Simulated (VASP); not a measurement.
## KCl: single point with PBEsol

KCl:

```
CELL_PARAMETERS angstrom
3.64724 0.00000 0.00000
0.00000 3.64724 0.00000
0.00000 0.00000 3.64724
ATOMIC_POSITIONS crystal
K 0.00000 0.00000 0.00000
Cl 0.50000 0.50000 0.50000
```

This cell differs from its parent crystal: strain -0.050 along x and y, -0.050 along z.

```yaml
Program: VASP 6.6.1
Task: single point
Functional: PBEsol
Potentials_or_basis: VASP PAW PBE potentials, release 64 (K_sv, Cl)
Cutoff: 520 eV
k_mesh: 6 × 6 × 6
Occupations: gaussian, width 0.05 eV
Spin: no spin polarisation
```

```
Pressure               : 2.0 GPa
Band gap on the k mesh : 5.31 eV, indirect (least direct gap 5.54 eV)
```

Levels at points of the mesh, in eV from the valence-band top:
```tsv
k point	band 6	band 7	band 8	band 9	band 10	band 11
(0.00, 0.00, 0.00)	-0.24	-0.24	-0.24	5.31	6.24	6.24
(0.50, 0.00, 0.00)	-2.26	-0.30	-0.30	7.86	8.30	9.01
(0.50, 0.50, 0.00)	-1.46	-1.46	0.00	6.10	7.32	8.97
(0.50, 0.50, 0.50)	-1.76	-1.76	-1.76	9.14	9.14	9.14
```

Wall time 22 s on 1 thread of Intel Xeon 8259CL (shared host), peak memory 0.16 GiB.

Caveat: the cell differs from its parent crystal (strain -0.050 along x and y, -0.050 along z); the PAW data sets were made with another functional, which shifts forces and pressure a little. A k mesh can miss the band edges.
